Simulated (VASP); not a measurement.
Here is a VASP 6.6.1 calculation.

Contents of INCAR:

```
ALGO = Normal ; EDIFF = 1E-6
ENCUT = 520 ; GGA = PE
ISIF = 2 ; ISMEAR = 0
LASPH = T ; LCHARG = T
LELF = T ; LREAL = F
LVHAR = T ; LWAVE = F
NBANDS = 15 ; NELM = 80
PREC = Accurate ; SIGMA = 0.028999999999999998
```

File KPOINTS:

```
k-points
0
Gamma
  10 10 8
```

The input POSCAR:

```
HfB2
1.0
    3.1400000000      0.0000000000      0.0000000000
   -1.5700000000      2.7193197679      0.0000000000
    0.0000000000      0.0000000000      3.4800000000
Hf B
1 2
Direct
    0.0000000000      0.0000000000      0.0000000000
    0.6666666667      0.3333333333      0.5000000000
    0.3333333333      0.6666666667      0.5000000000
```

Potentials or basis: VASP PAW PBE potentials, release 64 (Hf_pv, B).

The run is started by

```console
$ cat potpaw_PBE.64/Hf_pv/POTCAR potpaw_PBE.64/B/POTCAR > POTCAR
$ mpirun -np 1 vasp_std > vasp.out
```

Predict the band gap on the k mesh.

zero (band 8 reaches 8.26 eV, above the bottom of band 9 at 7.43 eV).

Estimate the pressure.

1.0 GPa.

Stress tensor (GPa, compression positive):
```
0.71 0.00 0.00
0.00 0.71 0.00
0.00 0.00 1.58
```

Caveat: spin-orbit coupling is left out, which moves the levels of the heavy elements.
